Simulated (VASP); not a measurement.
A run of VASP 6.6.1:

The input INCAR:

```
PREC = Accurate
ENCUT = 520
EDIFF = 1E-6
ISMEAR = -1
SIGMA = 0.05
LREAL = Auto
LASPH = T
NELM = 80
ALGO = Normal
ISIF = 2
LWAVE = F
LCHARG = T
GGA = PE
LELF = T
LVHAR = T
NBANDS = 128
```

File KPOINTS:

```
regular mesh
0
Gamma
  3 3 3
```

Contents of POSCAR:

```
LiW16
1.0
    6.3200000000      0.0000000000      0.0000000000
    0.0000000000      6.3200000000      0.0000000000
    0.0000000000      0.0000000000      6.3200000000
W Li
16 1
Direct
   -0.0041429719      0.0007019282      0.0112289969
    0.5039639055      0.0007029561      0.0112298825
   -0.0108984896      0.5006818883      0.0179786946
   -0.0040734599      0.0006916295      0.5031808791
    0.2499055803      0.2495530299      0.2571729405
    0.5107105249      0.5006879324      0.0179709421
    0.5038902210      0.0006884471      0.5031840332
    0.7499057454      0.2486833121      0.2571958731
   -0.0109060918      0.5006876845      0.4963652677
    0.2499086708      0.7518227516      0.2571645039
    0.2498942976      0.3070316969      0.7571373443
    0.5107214177      0.5006868529      0.4963684392
    0.7499022445      0.7526997621      0.2572053666
    0.7499073067      0.2495481212      0.7571823075
    0.2498823556      0.6943158165      0.7571998366
    0.7499090831      0.7518283926      0.7571726678
    0.2499200401      0.0006699981     -0.2426612956
```

Potentials or basis: VASP PAW PBE potentials, release 64 (W_sv, Li_sv).

Command:

```bash
$ cat potpaw_PBE.64/W_sv/POTCAR potpaw_PBE.64/Li_sv/POTCAR > POTCAR
$ mpirun -np 1 vasp_std > vasp.out
```

Hardware: 1 thread of Intel Xeon 8259CL (shared host).

How long does it take, and how much memory?

It took 29 min on 1 thread of Intel Xeon 8259CL, with other jobs on the host, peak memory 0.49 GiB. Counts: scf iterations 18, k points 14.
